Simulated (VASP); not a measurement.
Crystal: Ni.

```
Ni
1.0
     2.44802    0.00000    0.00000
    -1.22401    2.12005    0.00000
     0.00000    0.00000    4.07281
Ni
2
Direct
  0.33333 0.66667 0.25000
  0.66667 0.33333 0.75000
```

This isn't the form of Ni at room conditions, which is fcc.

Program: VASP 6.6.1. Alike in all runs: task single point; spin collinear, ferromagnetic start; cell as given; k mesh 15 × 15 × 8; cutoff (eV) 520; smearing fermi-dirac 0.15 eV.

Question: Order these runs on this cell by their pressure, lowest first.
A. level LDA; potentials or basis VASP PAW LDA potentials, release 64 (Ni)
B. level r2SCAN; potentials or basis VASP PAW PBE potentials, release 64 (Ni)
C. level PBEsol; potentials or basis VASP PAW PBE potentials, release 64 (Ni)

Answer: A (-10.3 GPa), C (-2.5 GPa), B (0.1 GPa).

Caveats: the PAW data sets were made with another functional, which shifts forces and pressure a little (at least some runs); the cell stands under tension (at least some runs).
